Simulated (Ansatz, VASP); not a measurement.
# Zr3S in VASP and in Ansatz

```
Zr S
1.0
     5.93061    0.00000    0.00000
    -2.96531    5.13606    0.00000
     0.00000    0.00000    5.73198
Zr S
6 2
Direct
  0.31928 0.00000 0.00000
  0.31928 0.31928 0.50000
  0.00000 0.31928 0.00000
  0.68072 0.00000 0.50000
  0.68072 0.68072 0.00000
  0.00000 0.68072 0.50000
  0.33333 0.66667 0.25000
  0.66667 0.33333 0.75000
```

Alike in both runs: functional PBE; k mesh 6 × 6 × 6; occupations fermi-dirac, width 0.15 eV; no spin polarisation.

Ansatz relaxed the structure, and its values are those at the end. VASP's run is a single point on that final structure, the one shown.

|  | VASP | Ansatz |
| --- | --- | --- |
| version | VASP 6.6.1 | Ansatz 0.2.0 |
| potentials or method | VASP PAW PBE potentials, release 64 (Zr_sv, S), cutoff 520 eV | scalar-relativistic, plane waves, PAW |
| valence electrons in the cell | 84 | 84 |

```csv
,VASP,Ansatz,Ansatz less VASP
gap on the k mesh at the Fermi level (eV),none,none,-
pressure (GPa),0.0,0.0,-0.03
```

A gap of «none» marks a metal or a gap that the smearing closes.
